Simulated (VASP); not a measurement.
# Ti (P-3m1) in VASP: single point with r2SCAN

Aim: the single point of Ti with r2SCAN.

All numbers are computed with VASP 6.6.1; they aren't measurements. Logs are shortened: lines on timing, memory, paths and dates and some standing lists are left out, and cuts for length are marked.

## Step 1: The cell of the first run

Symmetry: P-3m1, No. 164, trigonal system. Conventional cell: a = 2.871 Å, b = 2.871 Å, c = 13.914 Å, α = 90.00°, β = 90.00°, γ = 120.00°. Ti (site symmetry 3m) has 12 Ti at 2.75 to 2.87 Å within 3.6 Å. Within 3.8 Å of Ti (site symmetry 3m) lie 12 Ti at 2.87 Å. Ti (site symmetry 3m) has 12 Ti at 2.87 Å within 3.8 Å.

## Step 2: Single point, r2SCAN (the distance across one plane changed)

Contents of POSCAR:

```
Ti
1.0
    2.0300000000     -2.0300000000      0.0000000000
    2.0300000000      0.0000000000     -2.0300000000
    8.0333974596      8.0333974596      8.0333974596
Ti
6
Direct
    0.6666666667      0.6666666667      0.0842148464
    0.0000000000      0.0000000000      0.9265317741
    0.3333333333      0.3333333333      0.2526782320
    0.6666666667      0.6666666667      0.5896050030
    0.0000000000      0.0000000000      0.4211416175
    0.3333333333      0.3333333333      0.7580683885
```

Contents of INCAR.step1:

```
PREC     = Accurate       # precision mode
ENCUT    = 520            # plane-wave cutoff, eV
ISMEAR   = 0              # smearing method
SIGMA    = 0.15           # smearing width, eV
LREAL    = False          # projectors in reciprocal space
LASPH    = True           # aspherical terms in the spheres
NELM     = 60             # most SCF steps
NBANDS   = 45             # bands
GGA      = PE             # functional
ALGO     = Normal         # electronic algorithm
EDIFF    = 1E-4           # SCF threshold, eV
LWAVE    = True           # write WAVECAR
LCHARG   = False          # write CHGCAR
```

Contents of INCAR.step2:

```
PREC     = Accurate       # precision mode
ENCUT    = 520            # plane-wave cutoff, eV
EDIFF    = 1E-7           # SCF threshold, eV
ISMEAR   = 0              # smearing method
SIGMA    = 0.15           # smearing width, eV
LREAL    = False          # projectors in reciprocal space
LASPH    = True           # aspherical terms in the spheres
NELM     = 60             # most SCF steps
ALGO     = Normal         # electronic algorithm
ISIF     = 2              # what is computed and relaxed
LWAVE    = False          # write WAVECAR
LCHARG   = False          # write CHGCAR
METAGGA  = R2SCAN         # meta-GGA
LMIXTAU  = True         
NBANDS   = 45             # bands
ISTART   = 1
```

Contents of KPOINTS:

```
regular mesh
0
Gamma
  19 19 4
```

Potentials or basis: VASP PAW PBE potentials, release 64 (Ti_sv).

Started as:

```sh
$ cat potpaw_PBE.64/Ti_sv/POTCAR > POTCAR
$ cp INCAR.step1 INCAR
$ mpirun -np 1 vasp_std > vasp.out
$ cp INCAR.step2 INCAR
$ mpirun -np 1 vasp_std > vasp.out
```

OUTCAR:

```text
PREC = Accurate
   ENCUT = 520
   EDIFF = 1E-7
   ISMEAR = 0
   LREAL = False
   LASPH = True
   NELM = 60
   ISIF = 2
   METAGGA = R2SCAN
   ISTART = 1

 ion  position               nearest neighbor table
   1  0.667  0.667  0.084-   2 2.75   2 2.75   2 2.75   3 2.87   3 2.87   3 2.87
   2  0.000  0.000  0.927-   1 2.75   1 2.75   1 2.75   6 2.87   6 2.87   6 2.87
   3  0.333  0.333  0.253-   5 2.87   5 2.87   5 2.87   1 2.87   1 2.87   1 2.87
   4  0.667  0.667  0.590-   6 2.87   6 2.87   5 2.87   5 2.87   5 2.87   6 2.87
   5  0.000  0.000  0.421-   3 2.87   4 2.87   3 2.87   3 2.87   4 2.87   4 2.87
   6  0.333  0.333  0.758-   4 2.87   4 2.87   4 2.87   2 2.87   2 2.87   2 2.87

  LATTYP: Found a hexagonal cell.
 ALAT       =     2.8708535316
 C/A-ratio  =     4.8467302160

  Lattice vectors:

 A1 = (  -2.0300000000,   0.0000000000,   2.0300000000)
 A2 = (   2.0300000000,  -2.0300000000,   0.0000000000)
 A3 = (   8.0333974596,   8.0333974596,   8.0333974596)

Analysis of symmetry for initial positions (statically):
=====================================================================
 Subroutine PRICEL returns:
 Original cell was already a primitive cell.

 Routine SETGRP: Setting up the symmetry group for a
 hexagonal supercell.

 Subroutine GETGRP returns: Found 12 space group operations
 (whereof  6 operations were pure point group operations)
 out of a pool of 24 trial point group operations.

The static configuration has the point symmetry C_3v.
 The point group associated with its full space group is D_3d.

Analysis of symmetry for dynamics (positions and initial velocities):
=====================================================================
 Subroutine PRICEL returns:
 Original cell was already a primitive cell.

 Routine SETGRP: Setting up the symmetry group for a
 hexagonal supercell.

 Subroutine GETGRP returns: Found 12 space group operations
 (whereof  6 operations were pure point group operations)
 out of a pool of 24 trial point group operations.

The dynamic configuration has the point symmetry C_3v.
 The point group associated with its full space group is D_3d.

 Subroutine INISYM returns: Found 12 space group operations
 (whereof  6 operations are pure point group operations),
 and found     1 'primitive' translations

----------------------------------------------------------------------------------------

                                     Primitive cell

  volume of cell :      99.3145

  direct lattice vectors                    reciprocal lattice vectors
     2.030000000 -2.030000000  0.000000000     0.164203612 -0.328407225  0.164203612
     2.030000000  0.000000000 -2.030000000     0.164203612  0.164203612 -0.328407225
     8.033397460  8.033397460  8.033397460     0.041493445  0.041493445  0.041493445

  length of vectors
     2.870853532  2.870853532 13.914252557     0.402215064  0.402215064  0.071868754

  position of ions in fractional coordinates (direct lattice)
     0.666666667  0.666666667  0.084214846
     0.000000000  0.000000000  0.926531774
     0.333333333  0.333333333  0.252678232
     0.666666667  0.666666667  0.589605003
     0.000000000  0.000000000  0.421141617
     0.333333333  0.333333333  0.758068388

  ion indices of the primitive-cell ions
   primitive index   ion index
                 1           1
                 2           2
                 3           3
                 4           4
                 5           5
                 6           6

----------------------------------------------------------------------------------------

 KPOINTS: regular mesh

Automatic generation of k-mesh.
 Grid dimensions read from file:
 generate k-points for:   19   19    4

 Generating k-lattice:

  Cartesian coordinates                     Fractional coordinates (reciprocal lattice)
     0.008642295 -0.017284591  0.008642295     0.052631579  0.000000000  0.000000000
     0.008642295  0.008642295 -0.017284591     0.000000000  0.052631579  0.000000000
     0.010373361  0.010373361  0.010373361     0.000000000  0.000000000  0.250000000

  Length of vectors
     0.021169214  0.021169214  0.017967189

  Shift w.r.t. Gamma in fractional coordinates (k-lattice)
     0.000000000  0.000000000  0.000000000

 Subroutine IBZKPT returns following result:
 ===========================================

 Found    150 irreducible k-points:

 Following reciprocal coordinates:
            Coordinates               Weight
  0.000000  0.000000  0.000000      1.000000
  0.052632  0.000000  0.000000      6.000000
  0.105263  0.000000  0.000000      6.000000
  0.157895  0.000000  0.000000      6.000000
  0.210526  0.000000  0.000000      6.000000
  0.263158  0.000000  0.000000      6.000000
[... 16 lines left out ...]
  0.368421  0.105263  0.000000     12.000000
  0.421053  0.105263  0.000000     12.000000
 [... further k-points ...]
   k-points           NKPTS =    150   k-points in BZ     NKDIM =    150   number of bands    NBANDS=     45
   number of dos      NEDOS =    301   number of ions     NIONS =      6
   total plane-waves  NPLWV =  62208
   dimension x,y,z NGX =    24 NGY =   24 NGZ =  108
   dimension x,y,z NGXF=    48 NGYF=   48 NGZF=  216
   ions per type =               6
   NGX,Y,Z   is equivalent  to a cutoff of  13.90, 13.90, 12.90 a.u.
   NGXF,Y,Z  is equivalent  to a cutoff of  27.80, 27.80, 25.81 a.u.
 SYSTEM =  unknown system
   PREC   = accura    normal or accurate (medium, high low for compatibility)
   ISTART =      1    job   : 0-new  1-cont  2-samecut
   ICHARG =      0    charge: 1-file 2-atom 10-const
   ISPIN  =      1    spin polarized calculation?
   LNONCOLLINEAR =      F non collinear calculations
   LSORBIT =      F    spin-orbit coupling
   LASPH  =      T    aspherical Exc in radial PAW
   ENCUT  =  520.0 eV  38.22 Ry    6.18 a.u.   5.34  5.34 25.87*2*pi/ulx,y,z
   NELM   =     60;   NELMIN=  2; NELMDL=  0     # of ELM steps
   EDIFF  = 0.1E-06   stopping-criterion for ELM
   LREAL  =      F    real-space projection
   EDIFFG = 0.1E-05   stopping-criterion for IOM
   NSW    =      0    number of steps for IOM
   IBRION =     -1    ionic relax: 0-MD 1-quasi-New 2-CG
   NFREE  =      0    steps in history (QN), initial steepest desc. (CG)
   ISIF   =      2    stress and relaxation
   ISYM   =      2    0-nonsym 1-usesym 2-fastsym
   POTIM  = 0.5000    time-step for ionic-motion
   TEBEG  =    0.0;   TEEND  =   0.0 temperature during run
   PSTRESS=    0.0 pullay stress
   NELECT =      72.0000    total number of electrons
   NUPDOWN=      -1.0000    fix difference up-down
   EMIN   =  10.00;   EMAX   =-10.00  energy-range for DOS
   EFERMI =   0.00;   METHOD = LEGACY
   ISMEAR =     0;   SIGMA  =   0.15  broadening in eV -4-tet -1-fermi 0-gaus
   EFERMI_NEDOS =   21; number of points for ismear=-14 and -15
   IALGO  =     38    algorithm
   IMIX   =      4    mixing-type and parameters
     AMIX     =   0.40;   BMIX     =  1.00
     AMIX_MAG =   1.60;   BMIX_MAG =  1.00
  volume/ion in A,a.u.               =      16.55       111.70
  Fermi-wavevector in a.u.,A,eV,Ry     =   1.470669  2.779161 29.427578  2.162866
  Thomas-Fermi vector in A             =   2.585897
   LORBIT       =      0    0 simple, 1 ext, 2 COOP (PROOUT), +10 PAW based schemes
   METAGGA = R2SCAN    functional components
   LHFCALC =     F    Hartree Fock is set to
   AEXX    =    0.0000 exact exchange contribution
   IVDW    =     0    specifies the selected vdW correction
   LEPSILON=     F    determine dielectric tensor
   LRPA    =     F    only Hartree local field effects (RPA)
 non-spin polarized calculation
 Gauss-broadening in eV      SIGMA  =   0.15
  energy-cutoff  :      520.00
  volume of cell :       99.31
 maximum number of plane-waves:      2715
 NGX is ok and might be reduce to    24
   NGX = 11   NGY = 11   NGZ = 51

 number of electron      72.0000008 magnetization

 Free energy of the ion-electron system (eV)
  ---------------------------------------------------
  ext. energy  EPLUGINS =         0.00000000
  ---------------------------------------------------
  free energy    TOTEN  =       -77.19335161 eV

  energy without entropy =      -77.09279002  energy(sigma->0) =      -77.14307082

 E-fermi :   8.7612     XC(G=0): -12.6587

 val. band max:        8.7606416512   @ k =   0.1053   0.1053   0.2500
 cond. band min:       8.7618941328   @ k =   0.4211   0.2105   0.2500
 fundamental gap:      0.0012524816
 Fermi energy:         8.7611779864

 k-point     1 :       0.0000    0.0000    0.0000
  band No.  band energies     occupation
      1     -50.2046      2.00000
      2     -50.1669      2.00000
      3     -50.1462      2.00000
      4     -50.0836      2.00000
      5     -50.0830      2.00000
      6     -49.9870      2.00000
[... 37 lines left out ...]
     44       9.9716      0.00000
     45      10.0302      0.00000

 k-point     2 :       0.0526    0.0000    0.0000
  band No.  band energies     occupation
      1     -50.2011      2.00000
      2     -50.1638      2.00000
      3     -50.1430      2.00000
      4     -50.0811      2.00000
      5     -50.0809      2.00000
      6     -49.9852      2.00000
[... 37 lines left out ...]
     44      10.0109      0.00000
     45      10.0628      0.00000

 k-point     3 :       0.1053    0.0000    0.0000
  band No.  band energies     occupation
      1     -50.1909      2.00000
      2     -50.1549      2.00000
      3     -50.1337      2.00000
      4     -50.0752      2.00000
      5     -50.0738      2.00000
      6     -49.9802      2.00000
[... 37 lines left out ...]
     44      10.1250      0.00000
     45      10.1898      0.00000

 k-point     4 :       0.1579    0.0000    0.0000
  band No.  band energies     occupation
      1     -50.1749      2.00000
      2     -50.1411      2.00000
      3     -50.1193      2.00000
      4     -50.0664      2.00000
      5     -50.0625      2.00000
      6     -49.9727      2.00000
[... 901 lines left out ...]
     44      10.5040      0.00000
     45      10.9717      0.00000

 k-point    23 :       0.3684    0.1053    0.0000
  band No.  band energies     occupation
      1     -50.1025      2.00000
      2     -50.0803      2.00000
      3     -50.0586      2.00000
      4     -50.0325      2.00000
      5     -50.0100      2.00000
      6     -49.9446      2.00000
[... 37 lines left out ...]
     44      10.4809      0.00000
     45      10.9013      0.00000

 k-point    24 :       0.4211    0.1053    0.0000
  band No.  band energies     occupation
      1     -50.0821      2.00000
      2     -50.0643      2.00000
      3     -50.0441      2.00000
      4     -50.0260      2.00000
      5     -49.9942      2.00000
      6     -49.9396      2.00000
[... 37 lines left out ...]
     44      10.4356      0.00000
     45      10.7375      0.00000

 [... further k-points ...]
[... 5 lines left out ...]
  --------------------------------------------------------------------------------------
  -------------------------------------------------------------------------------------
  Total        3.9324179      3.9324179      3.9324179      0.3646431      0.3646431      0.3646431
  in kB       63.4391945     63.4391945     63.4391945      5.8825547      5.8825547      5.8825547
  external PRESSURE =      63.4391945 kB  Pullay stress =       0.0000000 kB

 VOLUME and BASIS-vectors are now :
 -----------------------------------------------------------------------------
  energy-cutoff  :      520.00
  volume of cell :       99.31
      direct lattice vectors                 reciprocal lattice vectors
     2.030000000 -2.030000000  0.000000000     0.164203612 -0.328407225  0.164203612
     2.030000000  0.000000000 -2.030000000     0.164203612  0.164203612 -0.328407225
     8.033397460  8.033397460  8.033397460     0.041493445  0.041493445  0.041493445

 POSITION                                       TOTAL-FORCE (eV/Angst)
 -----------------------------------------------------------------------------------
      3.38320     -0.67680     -0.67680         0.291514      0.291514      0.291514
      7.44320      7.44320      7.44320        -0.291514     -0.291514     -0.291514
      3.38320      1.35320      1.35320         0.064005      0.064005      0.064005
      7.44320      3.38320      3.38320         0.014879      0.014879      0.014879
      3.38320      3.38320      3.38320        -0.014879     -0.014879     -0.014879
      7.44320      5.41320      5.41320        -0.064005     -0.064005     -0.064005
 -----------------------------------------------------------------------------------
    total drift:                                0.000016      0.000016      0.000016

  FREE ENERGIE OF THE ION-ELECTRON SYSTEM (eV)
  ---------------------------------------------------
  free  energy   TOTEN  =       -77.1933516074 eV

  energy  without entropy=      -77.0927900246  energy(sigma->0) =      -77.14307082
```

Run time: 2.2 h. Hardware: 1 thread of Oxide Virtual Turin-like, shared host; peak memory 0.54 GiB.

Results:

```
Free energy            : -77.1934 eV
Pressure               : 6.3 GPa
Largest force          : 0.505 eV/Å
Band gap on the k mesh : zero (bands 36 and 37 overlap by 1.41 eV)
```

Forces in eV/Å, atoms in the order of the input:
```
Ti   0.292  0.292  0.292
Ti  -0.292 -0.292 -0.292
Ti   0.064  0.064  0.064
Ti   0.015  0.015  0.015
Ti  -0.015 -0.015 -0.015
Ti  -0.064 -0.064 -0.064
```

Levels at points of the mesh, in eV from the Fermi level:
```
           k point  band 33  band 34  band 35  band 36  band 37  band 38  band 39  band 40
(0.00, 0.00, 0.00)     0.45     0.55     0.78     0.91     0.91     0.98     0.98     1.15
(0.00, 0.00, 0.50)     0.25     0.52     0.86     0.96     0.96     1.01     1.01     1.04
```

Caveat: the cell differs from its parent crystal (the distance across one plane changed); the cell stands under pressure; the PAW data sets were made with another functional, which shifts forces and pressure a little.
